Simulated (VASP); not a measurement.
# InP (F-43m) in VASP: single point with r2SCAN

Aim: the single point of InP with r2SCAN.

Program: VASP 6.6.1. These are calculated values, not measurements. Logs are shortened: lines on timing, memory, paths and dates and some standing lists are left out, and cuts for length are marked.

### 1 The cell of the first run

Symmetry: F-43m, No. 216, cubic system. The conventional cell has a = 5.879 Å, b = 5.879 Å, c = 5.879 Å, α = 90.00°, β = 90.00°, γ = 90.00°. Within 3.4 Å of In (site symmetry -43m) lie 4 P at 2.55 Å. P (site symmetry -43m) has 4 In at 2.55 Å within 3.4 Å.

### 2 Single point, r2SCAN

POSCAR reads:

```
InP
1.0
    0.0000000000      2.9395031541      2.9395031541
    2.9395031541      0.0000000000      2.9395031541
    2.9395031541      2.9395031541      0.0000000000
In P
1 1
Direct
    0.0000000000      0.0000000000      0.0000000000
    0.7500000000      0.7500000000      0.7500000000
```

INCAR.step1 reads:

```
SYSTEM = InP
  PREC = Accurate
  ENCUT = 520
  ISMEAR = 0
  SIGMA = 0.02
  LREAL = .False.
  LASPH = .True.
  NELM = 60
  NBANDS = 16
  GGA = PE
  ALGO = Normal
  EDIFF = 1E-4
  LWAVE = .True.
  LCHARG = .False.
```

INCAR.step2 reads:

```
SYSTEM = InP
  PREC = Accurate
  ENCUT = 520
  EDIFF = 1E-7
  ISMEAR = 0
  SIGMA = 0.02
  LREAL = .False.
  LASPH = .True.
  NELM = 60
  ALGO = Normal
  ISIF = 2
  LWAVE = .False.
  LCHARG = .False.
  METAGGA = R2SCAN
  LMIXTAU = .True.
  NBANDS = 16
  ISTART = 1
```

KPOINTS reads:

```
Automatic mesh
0
Gamma
  10 10 10
  0 0 0
```

Potentials or basis: VASP PAW PBE potentials, release 64 (In_d, P).

Command:

```sh
cat potpaw_PBE.64/In_d/POTCAR potpaw_PBE.64/P/POTCAR > POTCAR
cp INCAR.step1 INCAR
mpirun -np 1 vasp_std > vasp.out
cp INCAR.step2 INCAR
mpirun -np 1 vasp_std > vasp.out
```

OUTCAR:

```text
SYSTEM = InP
   PREC = Accurate
   ENCUT = 520
   EDIFF = 1E-7
   ISMEAR = 0
   LREAL = .False.
   LASPH = .True.
   NELM = 60
   ISIF = 2
   METAGGA = R2SCAN
   ISTART = 1

 ion  position               nearest neighbor table
   1  0.000  0.000  0.000-   2 2.55   2 2.55   2 2.55   2 2.55
   2  0.750  0.750  0.750-   1 2.55   1 2.55   1 2.55   1 2.55

  LATTYP: Found a face centered cubic cell.
 ALAT       =     5.8790063082

  Lattice vectors:

 A1 = (   0.0000000000,   2.9395031541,   2.9395031541)
 A2 = (   2.9395031541,   0.0000000000,   2.9395031541)
 A3 = (   2.9395031541,   2.9395031541,   0.0000000000)

Analysis of symmetry for initial positions (statically):
=====================================================================
 Subroutine PRICEL returns:
 Original cell was already a primitive cell.

 Routine SETGRP: Setting up the symmetry group for a
 face centered cubic supercell.

 Subroutine GETGRP returns: Found 24 space group operations
 (whereof 24 operations were pure point group operations)
 out of a pool of 48 trial point group operations.

The static configuration has the point symmetry T_d .

Analysis of symmetry for dynamics (positions and initial velocities):
=====================================================================
 Subroutine PRICEL returns:
 Original cell was already a primitive cell.

 Routine SETGRP: Setting up the symmetry group for a
 face centered cubic supercell.

 Subroutine GETGRP returns: Found 24 space group operations
 (whereof 24 operations were pure point group operations)
 out of a pool of 48 trial point group operations.

The dynamic configuration has the point symmetry T_d .

 Subroutine INISYM returns: Found 24 space group operations
 (whereof 24 operations are pure point group operations),
 and found     1 'primitive' translations

----------------------------------------------------------------------------------------

                                     Primitive cell

  volume of cell :      50.7986

  direct lattice vectors                    reciprocal lattice vectors
     0.000000000  2.939503154  2.939503154    -0.170096773  0.170096773  0.170096773
     2.939503154  0.000000000  2.939503154     0.170096773 -0.170096773  0.170096773
     2.939503154  2.939503154  0.000000000     0.170096773  0.170096773 -0.170096773

  length of vectors
     4.157085227  4.157085227  4.157085227     0.294616253  0.294616253  0.294616253

  position of ions in fractional coordinates (direct lattice)
     0.000000000  0.000000000  0.000000000
     0.750000000  0.750000000  0.750000000

  ion indices of the primitive-cell ions
   primitive index   ion index
                 1           1
                 2           2

----------------------------------------------------------------------------------------

 KPOINTS: Automatic mesh

Automatic generation of k-mesh.
 Grid dimensions read from file:
 generate k-points for:   10   10   10

 Generating k-lattice:

  Cartesian coordinates                     Fractional coordinates (reciprocal lattice)
    -0.017009677  0.017009677  0.017009677     0.100000000  0.000000000  0.000000000
     0.017009677 -0.017009677  0.017009677     0.000000000  0.100000000  0.000000000
     0.017009677  0.017009677 -0.017009677     0.000000000  0.000000000  0.100000000

  Length of vectors
     0.029461625  0.029461625  0.029461625

  Shift w.r.t. Gamma in fractional coordinates (k-lattice)
     0.000000000  0.000000000  0.000000000

 Subroutine IBZKPT returns following result:
 ===========================================

 Found     47 irreducible k-points:

 Following reciprocal coordinates:
            Coordinates               Weight
  0.000000  0.000000  0.000000      1.000000
  0.100000  0.000000  0.000000      8.000000
  0.200000  0.000000  0.000000      8.000000
  0.300000  0.000000  0.000000      8.000000
  0.400000  0.000000  0.000000      8.000000
  0.500000  0.000000  0.000000      4.000000
[... 16 lines left out ...]
  0.300000  0.300000  0.000000      6.000000
  0.400000  0.300000  0.000000     24.000000
 [... further k-points ...]
   k-points           NKPTS =     47   k-points in BZ     NKDIM =     47   number of bands    NBANDS=     16
   number of dos      NEDOS =    301   number of ions     NIONS =      2
   total plane-waves  NPLWV =  32768
   dimension x,y,z NGX =    32 NGY =   32 NGZ =   32
   dimension x,y,z NGXF=    64 NGYF=   64 NGZF=   64
   ions per type =               1   1
   NGX,Y,Z   is equivalent  to a cutoff of  12.80, 12.80, 12.80 a.u.
   NGXF,Y,Z  is equivalent  to a cutoff of  25.59, 25.59, 25.59 a.u.
 SYSTEM =  InP
   PREC   = accura    normal or accurate (medium, high low for compatibility)
   ISTART =      1    job   : 0-new  1-cont  2-samecut
   ICHARG =      0    charge: 1-file 2-atom 10-const
   ISPIN  =      1    spin polarized calculation?
   LNONCOLLINEAR =      F non collinear calculations
   LSORBIT =      F    spin-orbit coupling
   LASPH  =      T    aspherical Exc in radial PAW
   ENCUT  =  520.0 eV  38.22 Ry    6.18 a.u.   7.73  7.73  7.73*2*pi/ulx,y,z
   NELM   =     60;   NELMIN=  2; NELMDL=  0     # of ELM steps
   EDIFF  = 0.1E-06   stopping-criterion for ELM
   LREAL  =      F    real-space projection
   EDIFFG = 0.1E-05   stopping-criterion for IOM
   NSW    =      0    number of steps for IOM
   IBRION =     -1    ionic relax: 0-MD 1-quasi-New 2-CG
   NFREE  =      0    steps in history (QN), initial steepest desc. (CG)
   ISIF   =      2    stress and relaxation
   ISYM   =      2    0-nonsym 1-usesym 2-fastsym
   POTIM  = 0.5000    time-step for ionic-motion
   TEBEG  =    0.0;   TEEND  =   0.0 temperature during run
   PSTRESS=    0.0 pullay stress
   NELECT =      18.0000    total number of electrons
   NUPDOWN=      -1.0000    fix difference up-down
   EMIN   =  10.00;   EMAX   =-10.00  energy-range for DOS
   EFERMI =   0.00;   METHOD = LEGACY
   ISMEAR =     0;   SIGMA  =   0.02  broadening in eV -4-tet -1-fermi 0-gaus
   EFERMI_NEDOS =   21; number of points for ismear=-14 and -15
   IALGO  =     38    algorithm
   IMIX   =      4    mixing-type and parameters
     AMIX     =   0.40;   BMIX     =  1.00
     AMIX_MAG =   1.60;   BMIX_MAG =  1.00
  volume/ion in A,a.u.               =      25.40       171.40
  Fermi-wavevector in a.u.,A,eV,Ry     =   1.158462  2.189175 18.259479  1.342034
  Thomas-Fermi vector in A             =   2.295064
   LORBIT       =      0    0 simple, 1 ext, 2 COOP (PROOUT), +10 PAW based schemes
   METAGGA = R2SCAN    functional components
   LHFCALC =     F    Hartree Fock is set to
   AEXX    =    0.0000 exact exchange contribution
   IVDW    =     0    specifies the selected vdW correction
   LEPSILON=     F    determine dielectric tensor
   LRPA    =     F    only Hartree local field effects (RPA)
 non-spin polarized calculation
 Gauss-broadening in eV      SIGMA  =   0.02
  energy-cutoff  :      520.00
  volume of cell :       50.80
 maximum number of plane-waves:      1387
   NGX = 15   NGY = 15   NGZ = 15

 number of electron      18.0000007 magnetization

 Free energy of the ion-electron system (eV)
  ---------------------------------------------------
  ext. energy  EPLUGINS =         0.00000000
  ---------------------------------------------------
  free energy    TOTEN  =       -32.29665935 eV

  energy without entropy =      -32.29665935  energy(sigma->0) =      -32.29665935

 E-fermi :   5.0736     XC(G=0):  -9.8388

 val. band max:        4.9102857781   @ k =   0.0000   0.0000   0.0000
 cond. band min:       6.0257720800   @ k =   0.0000   0.0000   0.0000
 fundamental gap:      1.1154863019
 Fermi energy:         5.0735958167

 k-point     1 :       0.0000    0.0000    0.0000
  band No.  band energies     occupation
      1      -9.7263      2.00000
      2      -9.7263      2.00000
      3      -9.7263      2.00000
      4      -9.5519      2.00000
      5      -9.5519      2.00000
      6      -7.0254      2.00000
[... 8 lines left out ...]
     15      14.8183      0.00000
     16      14.8183      0.00000

 k-point     2 :       0.1000    0.0000    0.0000
  band No.  band energies     occupation
      1      -9.7401      2.00000
      2      -9.7211      2.00000
      3      -9.7211      2.00000
      4      -9.5519      2.00000
      5      -9.5519      2.00000
      6      -6.9057      2.00000
[... 8 lines left out ...]
     15      14.3232      0.00000
     16      14.5701      0.00000

 k-point     3 :       0.2000    0.0000    0.0000
  band No.  band energies     occupation
      1      -9.7746      2.00000
      2      -9.7084      2.00000
      3      -9.7084      2.00000
      4      -9.5508      2.00000
      5      -9.5508      2.00000
      6      -6.5627      2.00000
[... 8 lines left out ...]
     15      13.8967      0.00000
     16      14.7915      0.00000

 k-point     4 :       0.3000    0.0000    0.0000
  band No.  band energies     occupation
      1      -9.8146      2.00000
      2      -9.6950      2.00000
      3      -9.6950      2.00000
      4      -9.5470      2.00000
      5      -9.5470      2.00000
      6      -6.0523      2.00000
[... 8 lines left out ...]
     15      14.2137      0.00000
     16      14.3438      0.00000

 k-point     5 :       0.4000    0.0000    0.0000
  band No.  band energies     occupation
      1      -9.8451      2.00000
      2      -9.6863      2.00000
      3      -9.6863      2.00000
      4      -9.5417      2.00000
      5      -9.5417      2.00000
      6      -5.5127      2.00000
[... 8 lines left out ...]
     15      15.2357      0.00000
     16      15.2357      0.00000

 k-point     6 :       0.5000    0.0000    0.0000
  band No.  band energies     occupation
      1      -9.8564      2.00000
      2      -9.6835      2.00000
      3      -9.6835      2.00000
      4      -9.5390      2.00000
      5      -9.5390      2.00000
      6      -5.2501      2.00000
[... 8 lines left out ...]
     15      16.1247      0.00000
     16      16.1248      0.00000

 k-point     7 :       0.1000    0.1000    0.0000
  band No.  band energies     occupation
      1      -9.7501      2.00000
      2      -9.7162      2.00000
      3      -9.7162      2.00000
      4      -9.5558      2.00000
      5      -9.5484      2.00000
      6      -6.8661      2.00000
[... 8 lines left out ...]
     15      14.8167      0.00000
     16      14.9155      0.00000

 k-point     8 :       0.2000    0.1000    0.0000
  band No.  band energies     occupation
      1      -9.7786      2.00000
      2      -9.7057      2.00000
      3      -9.7034      2.00000
      4      -9.5589      2.00000
      5      -9.5449      2.00000
      6      -6.5979      2.00000
[... 8 lines left out ...]
     15      14.7129      0.00000
     16      15.5908      0.00000

 k-point     9 :       0.3000    0.1000    0.0000
  band No.  band energies     occupation
      1      -9.8135      2.00000
      2      -9.6943      2.00000
      3      -9.6892      2.00000
      4      -9.5586      2.00000
      5      -9.5409      2.00000
      6      -6.1407      2.00000
[... 8 lines left out ...]
     15      14.8337      0.00000
     16      15.2496      0.00000
[... 172 lines left out ...]
 k-point    19 :       0.5000    0.2000    0.0000
  band No.  band energies     occupation
      1      -9.8714      2.00000
      2      -9.6691      2.00000
      3      -9.6583      2.00000
      4      -9.5629      2.00000
      5      -9.5334      2.00000
      6      -5.0758      2.00000
[... 8 lines left out ...]
     15      16.2022      0.00000
     16      16.9141      0.00000

 k-point    20 :      -0.4000    0.2000    0.0000
  band No.  band energies     occupation
      1      -9.8686      2.00000
      2      -9.6717      2.00000
      3      -9.6613      2.00000
      4      -9.5532      2.00000
      5      -9.5416      2.00000
      6      -5.0007      2.00000
[... 8 lines left out ...]
     15      14.9009      0.00000
     16      16.6388      0.00000

 k-point    21 :      -0.3000    0.2000    0.0000
  band No.  band energies     occupation
      1      -9.8524      2.00000
      2      -9.6763      2.00000
      3      -9.6715      2.00000
      4      -9.5512      2.00000
      5      -9.5462      2.00000
      6      -5.3677      2.00000
[... 8 lines left out ...]
     15      15.7804      0.00000
     16      16.9309      0.00000

 k-point    22 :      -0.2000    0.2000    0.0000
  band No.  band energies     occupation
      1      -9.8267      2.00000
      2      -9.6871      2.00000
      3      -9.6837      2.00000
      4      -9.5564      2.00000
      5      -9.5436      2.00000
      6      -5.8798      2.00000
[... 8 lines left out ...]
     15      15.7546      0.00000
     16      16.8640      0.00000

 k-point    23 :       0.3000    0.3000    0.0000
  band No.  band energies     occupation
      1      -9.8667      2.00000
      2      -9.6556      2.00000
      3      -9.6556      2.00000
      4      -9.5838      2.00000
      5      -9.5280      2.00000
      6      -5.7293      2.00000
[... 8 lines left out ...]
     15      15.6119      0.00000
     16      18.4287      0.00000

 k-point    24 :       0.4000    0.3000    0.0000
  band No.  band energies     occupation
      1      -9.8880      2.00000
      2      -9.6453      2.00000
      3      -9.6423      2.00000
      4      -9.5876      2.00000
      5      -9.5243      2.00000
      6      -5.2998      2.00000
[... 8 lines left out ...]
     15      16.0721      0.00000
     16      18.2809      0.00000

 [... further k-points ...]

------------------------ aborting loop because EDIFF is reached ----------------------------------------

  FORCE on cell =-STRESS in cart. coord.  units (eV):
  Direction    XX          YY          ZZ          XY          YZ          ZX
  --------------------------------------------------------------------------------------
  -------------------------------------------------------------------------------------
  Total        0.2823642      0.2823642      0.2823642      0.0000000      0.0000000      0.0000000
  in kB        8.9057060      8.9057060      8.9057060      0.0000000      0.0000000      0.0000000
  external PRESSURE =       8.9057060 kB  Pullay stress =       0.0000000 kB

 VOLUME and BASIS-vectors are now :
 -----------------------------------------------------------------------------
  energy-cutoff  :      520.00
  volume of cell :       50.80
      direct lattice vectors                 reciprocal lattice vectors
     0.000000000  2.939503154  2.939503154    -0.170096773  0.170096773  0.170096773
     2.939503154  0.000000000  2.939503154     0.170096773 -0.170096773  0.170096773
     2.939503154  2.939503154  0.000000000     0.170096773  0.170096773 -0.170096773

 POSITION                                       TOTAL-FORCE (eV/Angst)
 -----------------------------------------------------------------------------------
      0.00000      0.00000      0.00000        -0.000000      0.000000      0.000000
      4.40925      4.40925      4.40925         0.000000     -0.000000     -0.000000
 -----------------------------------------------------------------------------------
    total drift:                                0.000002      0.000002      0.000002

  FREE ENERGIE OF THE ION-ELECTRON SYSTEM (eV)
  ---------------------------------------------------
  free  energy   TOTEN  =       -32.2966593519 eV

  energy  without entropy=      -32.2966593519  energy(sigma->0) =      -32.29665935
```

It took 85 s on 1 thread of Intel Xeon Platinum 8375C at 2.90GHz (Ice Lake), shared host; peak memory 0.2 GiB.

Results:

```
Free energy            : -32.2967 eV
Pressure               : 0.9 GPa
Band gap on the k mesh : 1.12 eV
```

Caveat: the PAW data sets were made with another functional, which shifts forces and pressure a little; spin-orbit coupling is left out, which moves the levels of the heavy elements.
